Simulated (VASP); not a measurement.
A run of VASP 6.6.1:

INCAR

```
SYSTEM = Pd
PREC     = Accurate       ! precision mode
ENCUT    = 520            ! plane-wave cutoff, eV
EDIFF    = 1E-7           ! SCF threshold, eV
ISMEAR   = -1             ! smearing method
SIGMA    = 0.1            ! smearing width, eV
LREAL    = .FALSE.        ! projectors in reciprocal space
LASPH    = .TRUE.         ! aspherical terms in the spheres
NELM     = 60             ! most SCF steps
ALGO     = Normal         ! electronic algorithm
ISIF     = 2              ! what is computed and relaxed
LWAVE    = .FALSE.        ! write WAVECAR
LCHARG   = .FALSE.        ! write CHGCAR
NBANDS   = 11             ! bands
```

The input KPOINTS:

```
regular mesh
0
G
  17 17 17
  0 0 0
```

Contents of POSCAR:

```
Pd
1.0
    0.0000000000      1.6889757917      1.6889757917
    1.6889757917      0.0000000000      1.6889757917
    1.6889757917      1.6889757917      0.0000000000
Pd
1
Direct
    0.0000000000      0.0000000000      0.0000000000
```

Potentials or basis: VASP PAW LDA potentials, release 64 (Pd).

The run is started by

```bash
$ cat potpaw_LDA.64/Pd/POTCAR > POTCAR
$ mpirun -np 1 vasp_std > vasp.out
```

Hardware: 1 thread of Intel Xeon 6975P-C, on a shared host.

Task: Estimate the wall time of this run.

Result: It took 13 s on 1 thread of Intel Xeon 6975P-C, with other jobs on the host, peak memory 0.13 GiB. Counts: scf iterations 11, k points 165.
